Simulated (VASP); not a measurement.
Runs of VASP 6.6.1 on Si2Mo. The structure is that of space group I4/mmm (No. 139), or close to it. The cells are those of the table. 

```tsv
task	level	cell	cutoff (eV)	gap on the mesh (eV)	pressure (GPa)	largest force (eV/Å)
relaxation of shape and atoms at fixed volume	PBE	relaxed from a = 4.645 Å, angles 138.5, 138.5, 60.2°, 3 atoms	600	none	-11.8	-
single point	PBE	a = 4.547 Å, angles 138.6, 138.6, 60.0°, 3 atoms	520	none	0.2	-
single point	PBE	a = 4.470 Å, angles 138.7, 138.7, 59.8°, 3 atoms	520	none	13.3	0.02
single point	PBEsol	a = 4.547 Å, angles 138.6, 138.6, 60.0°, 3 atoms	520	none	(a)	(b)
```

Alike in all rows: potentials or basis VASP PAW PBE potentials, release 64 (Si, Mo_sv); no spin polarisation; k mesh 14 × 14 × 14; smearing gaussian 0.05 eV.

Problem. Estimate the missing entries.

Solution. (a) -4.6; (b) 0.04.

Caveats: the PAW data sets were made with another functional, which shifts forces and pressure a little (some runs).

A k mesh can miss the band edges, and the runs leave out spin-orbit coupling on Mo.

A gap of «none» marks levels without a gap at the run's occupations.
